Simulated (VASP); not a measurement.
A run of VASP 6.6.1:

Contents of INCAR:

```
PREC = Accurate ; ENCUT = 520
EDIFF = 1E-6 ; ISMEAR = 0
SIGMA = 0.02 ; LREAL = Auto
LASPH = T ; NELM = 80
ALGO = Normal ; ISIF = 2
LWAVE = F ; LCHARG = T
GGA = PE ; IVDW = 12
LELF = T ; LVHAR = T
NELECT = 312.0 ; NBANDS = 182
LUSENCCL = F
```

Contents of KPOINTS:

```
regular mesh
0
Gamma
  2 2 2
```

The input POSCAR:

```
Ba8Ti8O23
1.0
    7.9800000000      0.0000000000      0.0000000000
    0.0000000000      5.6690000000      5.6820000000
    0.0000000000     -5.6690000000      5.6820000000
Ba Ti O
8 8 23
Direct
    0.0056684211     -0.0041073099     -0.0057635103
    0.0066067669     -0.0018371956      0.5046928802
    0.0076147870      0.5034512647     -0.0043312366
    0.0084255639      0.5022915562      0.5027343150
    0.4909578947     -0.0027837357     -0.0042935258
    0.4918704261     -0.0000076549      0.5043761871
    0.4902835840      0.5037370086     -0.0029834007
    0.4890723058      0.5058944436      0.5053207975
    0.2592312030      0.2567147635      0.2553630260
    0.2417058897      0.2554791293      0.7542618070
    0.2412964912      0.7544906730      0.2557977818
    0.2420070175      0.7566454549      0.7564186071
    0.7613919799      0.2302626522      0.2361257674
    0.7452458647      0.2657348038      0.7690186281
    0.7458310777      0.7709162443      0.2619778071
    0.7422617794      0.7589704826      0.7598501792
   -0.0031609023      0.2386109165      0.2328067182
    0.2492017544      0.2414986159      0.4887854390
    0.2489914787      0.4898161575      0.2418304458
   -0.0033517544      0.2441417651      0.7374479920
    0.2484239348      0.2419577582      0.9831143995
    0.2517412281      0.4903683104      0.7474852623
   -0.0045142857      0.7356125046      0.2434969639
    0.2516338346      0.7489947627      0.4894960856
    0.2481897243      0.9836595227      0.2415198155
    0.0069344612      0.7454267307      0.7447830546
    0.2522942356      0.7451650692      0.9910230688
    0.2524090226      0.9916961076      0.7446525373
    0.4920840852      0.2380252332      0.2330444606
    0.7456329574      0.3543221938      0.4131367995
    0.5119725564      0.2446376506      0.7364637222
    0.7472987469      0.2664657275      0.9985789750
    0.7536855890      0.4926514646      0.7457096759
    0.5134426065      0.7341758780      0.2438160262
    0.7538477444      0.7407014998      0.4883289473
    0.7480914787      0.9990268681      0.2636938288
    0.5066660401      0.7461016496      0.7455519935
    0.7534293233      0.7419686337      0.9963106693
    0.7533598997      0.9943976981      0.7419021963
```

Potentials or basis: VASP PAW PBE potentials, release 64 (Ba_sv, Ti_sv, O).

Command:

```sh
$ cat potpaw_PBE.64/Ba_sv/POTCAR potpaw_PBE.64/Ti_sv/POTCAR potpaw_PBE.64/O/POTCAR > POTCAR
$ mpirun -np 1 vasp_std > vasp.out
```

Hardware: 1 × NVIDIA H100 80GB with 1 thread of AMD EPYC 7R13 Processor (Zen 3), on a shared host.

Task: Estimate the wall time of this run.

Result: Wall time 2.6 min on 1 × NVIDIA H100 80GB with 1 thread of AMD EPYC 7R13 Processor (Zen 3), with other jobs on the host, peak memory 1.8 GiB. Counts: scf iterations 19, k points 8.
